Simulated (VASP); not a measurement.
Here is a VASP 6.6.1 calculation.

Contents of INCAR:

```
PREC = Accurate
ENCUT = 520
EDIFF = 1E-6
ISMEAR = 0
SIGMA = 0.15
LREAL = F
LASPH = T
NELM = 80
ALGO = Fast
ISIF = 2
LWAVE = F
LCHARG = T
GGA = CA
LELF = T
LVHAR = T
NBANDS = 12
```

Contents of KPOINTS:

```
Automatic mesh
0
Gamma
  20 20 20
```

POSCAR

```
Zn
1.0
   -1.5256636816      1.5056386871      1.5658642346
    1.5256636816     -1.5056386871      1.5658642346
    1.5256636816      1.5056386871     -1.5658642346
Zn
1
Direct
    0.0000000000      0.0000000000      0.0000000000
```

Potentials or basis: VASP PAW LDA potentials, release 64 (Zn).

Run with:

```console
$ cat potpaw_LDA.64/Zn/POTCAR > POTCAR
$ mpirun -np 1 vasp_std > vasp.out
```

Question: Predict the band gap on the k mesh.

Answer: Zero (band 6 reaches 7.08 eV, above the bottom of band 7 at 2.29 eV).

Question: What does it give for the pressure?

Answer: -3.7 GPa.

Stress tensor (GPa, compression positive):
```
-4.04  0.00  0.00
 0.00 -4.45  0.00
 0.00  0.00 -2.76
```

Caveat: the cell differs from its parent crystal (normal strain along x +0.0133, normal strain along z +0.0400).
